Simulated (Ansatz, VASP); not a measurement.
## One calculation of BiB, two programs

INCAR

```
  ALGO = Normal
  EDIFF = 1E-6
  ENCUT = 520
  GGA = PS
  ISIF = 2
  ISMEAR = 0
  LASPH = True
  LCHARG = False
  LREAL = False
  LWAVE = False
  NBANDS = 16
  NELM = 100
  PREC = Accurate
  SIGMA = 0.05
```

KPOINTS

```
k-points
0
Gamma
  6 6 6
```

POSCAR

```
BiB
1.0
    0.0000000000      2.7448744688      2.7448744688
    2.7448744688      0.0000000000      2.7448744688
    2.7448744688      2.7448744688      0.0000000000
B Bi
1 1
Direct
    0.0000000000      0.0000000000      0.0000000000
    0.2500000000      0.2500000000      0.2500000000
```

Input for Ansatz:

```yaml
crystal:
  lattice:
    - [0.0, 2.7448744688, 2.7448744688]
    - [2.7448744688, 0.0, 2.7448744688]
    - [2.7448744688, 2.7448744688, 0.0]
  atoms:
    - { symbol: B, position: [0.0, 0.0, 0.0] }
    - { symbol: Bi, position: [0.25, 0.25, 0.25] }
kpoints:
  mp_grid: { grid: [6, 6, 6] }
hamiltonian:
  xc: pbesol
scf:
  occupations: { method: gaussian, width: 0.05 }
  n_extra_bands: 4
output:
  forces: true
  stress: true
  eigenvalues: true
```

Alike in both runs: task single point; functional PBEsol; k mesh 6 × 6 × 6; occupations gaussian, width 0.05 eV; no spin polarisation.

|  | VASP | Ansatz |
| --- | --- | --- |
| version | VASP 6.6.1 | Ansatz 0.2.0 |
| potentials or method | VASP PAW PBE potentials, release 64 (B, Bi_d) | plane waves |
| plane-wave cutoff (eV) | 520 | 420 |
| valence electrons in the cell | 18 | 18 |

|  | VASP | Ansatz | Ansatz less VASP |
| --- | --- | --- | --- |
| pressure (GPa) | -1.7 | -1.6 | +0.05 |

VASP's potentials were made for PBE, not for PBEsol.

Spin-orbit coupling is off throughout.
